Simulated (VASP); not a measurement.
Set up this calculation in VASP 6.6.1, as the native input.

```
Task                   : single point
Functional             : r2SCAN
Dispersion             : rVV10
Potentials or basis    : VASP PAW PBE potentials, release 64 (Ti_sv, Al)
Cutoff                 : 520 eV
k mesh                 : 16 × 16 × 16
Occupations            : gaussian, width 0.1 eV
Spin                   : no spin polarisation
Dipole correction      : no
Further INCAR settings : ALGO = Normal; EDIFF = 1e-06; NBANDS = 18
```

Crystal: TiAl3 (scanv).

```
Ti Al
1.0
    -1.90892    1.90892    4.27427
     1.90892   -1.90892    4.27427
     1.90892    1.90892   -4.27427
Ti Al
1 3
Direct
  0.00000 0.00000 0.00000
  0.50000 0.50000 0.00000
  0.75000 0.25000 0.50000
  0.25000 0.75000 0.50000
```

The input as run:

POSCAR

```
TiAl3
1.0
   -1.9089236772      1.9089236772      4.2742704629
    1.9089236772     -1.9089236772      4.2742704629
    1.9089236772      1.9089236772     -4.2742704629
Ti Al
1 3
Direct
    0.0000000000      0.0000000000      0.0000000000
    0.5000000000      0.5000000000      0.0000000000
    0.7500000000      0.2500000000      0.5000000000
    0.2500000000      0.7500000000      0.5000000000
```

INCAR.step1

```
SYSTEM = TiAl3
PREC = Accurate ; ENCUT = 520
ISMEAR = 0 ; SIGMA = 0.1
LREAL = .False. ; LASPH = .True.
NELM = 60 ; NBANDS = 18
GGA = PE ; ALGO = Normal
EDIFF = 1E-4 ; LWAVE = .True.
LCHARG = .False.
```

INCAR.step2

```
SYSTEM = TiAl3
PREC = Accurate ; ENCUT = 520
EDIFF = 1E-6 ; ISMEAR = 0
SIGMA = 0.1 ; LREAL = .False.
LASPH = .True. ; NELM = 60
ALGO = Normal ; ISIF = 2
LWAVE = .False. ; LCHARG = .False.
METAGGA = R2SCAN ; LMIXTAU = .True.
LUSE_VDW = .True. ; IVDW_NL = 2
BPARAM = 11.95 ; CPARAM = 0.0093
NBANDS = 18 ; ISTART = 1
```

KPOINTS

```
regular mesh
0
Gamma
  16 16 16
  0 0 0
```

Potentials or basis: VASP PAW PBE potentials, release 64 (Ti_sv, Al).

Command:

```sh
$ cat potpaw_PBE.64/Ti_sv/POTCAR potpaw_PBE.64/Al/POTCAR > POTCAR
$ cp INCAR.step1 INCAR
$ mpirun -np 1 vasp_std > vasp.out
$ cp INCAR.step2 INCAR
$ mpirun -np 1 vasp_std > vasp.out
```

Results of the run:

The pressure is 0.0 GPa.

Caveat: the PAW data sets were made with another functional, which shifts forces and pressure a little.

Run time: 22 min on 1 thread of AMD EPYC 9R45 96-Core Processor (Zen 5), on a shared host, peak memory 0.73 GiB.
